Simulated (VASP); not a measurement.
Runs of VASP 6.6.1 on Ca. The structure is that of space group Im-3m (No. 229), or close to it. The cells are those of the table. This isn't the form of Ca at room conditions, which is fcc.

```csv
cell,further INCAR settings,gap on the mesh (eV),pressure (GPa)
"a = 4.587, b = 4.587, c = 4.564 Å, 2 atoms",ALGO = Fast; EDIFF = 1e-06; NBANDS = 17,none,-2.3
"a = 4.501, b = 4.501, c = 4.478 Å, 2 atoms",ALGO = Fast; EDIFF = 1e-06; NBANDS = 17,none,(b)
"a = 4.068, b = 4.068, c = 4.048 Å, 2 atoms",ALGO = Fast; EDIFF = 1e-06; NBANDS = 17,none,4.2
"a = 4.414, b = 4.414, c = 4.392 Å, 2 atoms",ALGO = Fast; EDIFF = 1e-06; NBANDS = 17,none,(a)
"a = 4.328, b = 4.328, c = 4.306 Å, 2 atoms",ALGO = Fast; EDIFF = 1e-07; NBANDS = 17,none,0.0
```

Alike in all rows: task single point; level PBEsol; potentials or basis VASP PAW PBE potentials, release 64 (Ca_sv); no spin polarisation; k mesh 10 × 10 × 10; cutoff (eV) 520; smearing gaussian 0.1 eV.

Question: Fill in the values left out.

Answer: (a) -0.9; (b) -1.6.

Caveats: the PAW data sets were made with another functional, which shifts forces and pressure a little; the cell stands under pressure (at least some runs).

A gap of «none» marks levels without a gap at the run's occupations.
